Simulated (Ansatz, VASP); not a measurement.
**InSb: VASP beside Ansatz**

The input INCAR:

```
  PREC = Accurate
  ENCUT = 520
  EDIFF = 1E-8
  ISMEAR = -1
  SIGMA = 0.08
  LREAL = F
  LASPH = T
  NELM = 100
  ALGO = Normal
  ISIF = 2
  LWAVE = F
  LCHARG = F
  GGA = PE
  LEFG = T
  NBANDS = 26
```

KPOINTS

```
Automatic mesh
0
Gamma
  6 6 11
```

Contents of POSCAR:

```
InSb
1.0
    5.3570000000      0.0000000000      0.0000000000
    0.0000000000      5.7120000000      0.0000000000
    0.0000000000      0.0000000000      3.0630000000
In Sb
2 2
Direct
    0.0000000000      0.0000000000      0.0000000000
    0.5000000000      0.5000000000      0.0000000000
    0.5000000000      0.0000000000      0.8350000000
    0.0000000000      0.5000000000      0.1650000000
```

Input for Ansatz:

```yaml
crystal:
  lattice:
    - [5.357, 0.0, 0.0]
    - [0.0, 5.712, 0.0]
    - [0.0, 0.0, 3.063]
  atoms:
    - { symbol: In, position: [0.0, 0.0, 0.0] }
    - { symbol: In, position: [0.5, 0.5, 0.0] }
    - { symbol: Sb, position: [0.5, 0.0, 0.835] }
    - { symbol: Sb, position: [0.0, 0.5, 0.165] }
kpoints:
  mp_grid: { grid: [6, 6, 11] }
  band_path:
    path:
      - [0.0, 0.0, 0.0]
      - [0.5, 0.0, 0.0]
      - [0.5, 0.5, 0.0]
      - [0.0, 0.5, 0.0]
      - [0.0, 0.0, 0.0]
      - [0.0, 0.0, 0.5]
      - [0.5, 0.0, 0.5]
      - [0.5, 0.5, 0.5]
      - [0.0, 0.5, 0.5]
    npoints: 14
scf:
  occupations: { method: fermi_dirac, width: 0.08 }
hamiltonian:
  xc: pbe
  pseudopotentials: { kind: paw }
output:
  forces: true
  stress: true
  eigenvalues: true
  efg: { contact_densities: true }
  populations: true
  bader: true
  dos: { projected: true, de: 0.2, e_range: [-14, 8] }
  write_density: true
  write_potential: true
  elf: true
  volumetric_format: npy
```

Alike in both runs: task electric field gradients; functional PBE; k mesh 6 × 6 × 11; occupations fermi-dirac, width 0.08 eV; no spin polarisation.

|  | VASP | Ansatz |
| --- | --- | --- |
| version | VASP 6.6.1 | Ansatz 0.2.0 |
| potentials or method | VASP PAW PBE potentials, release 64 (In_d, Sb) | PAW with Ansatz's default frozen-core files, scalar-relativistic |
| plane-wave cutoff (eV) | 520 | 420 |
| valence electrons in the cell | 36 | 56 |

VASP gave:

- pressure (GPa): 17.9
- traceless stress, the component that is largest in VASP (GPa): 12.14
- rms of the force components (eV/Å): 0.329
- size of Vzz on the site where it differs most (V/Å²): 82.4

Q: Which values does Ansatz return?

A: Pressure (GPa): 17.9; traceless stress, the component that is largest in VASP (GPa): 12.17; rms of the force components (eV/Å): 0.329; size of Vzz on the site where it differs most (V/Å²): 74.2.

Atom by atom the forces differ by 0.001 eV/Å (rms over components). With one functional, cell and mesh, what is left measures potentials, basis and numerics. VASP's potentials hold 36 valence electrons a cell and Ansatz's 56, so a difference there can come from the potentials and not from the codes.

Spin-orbit coupling is off throughout.
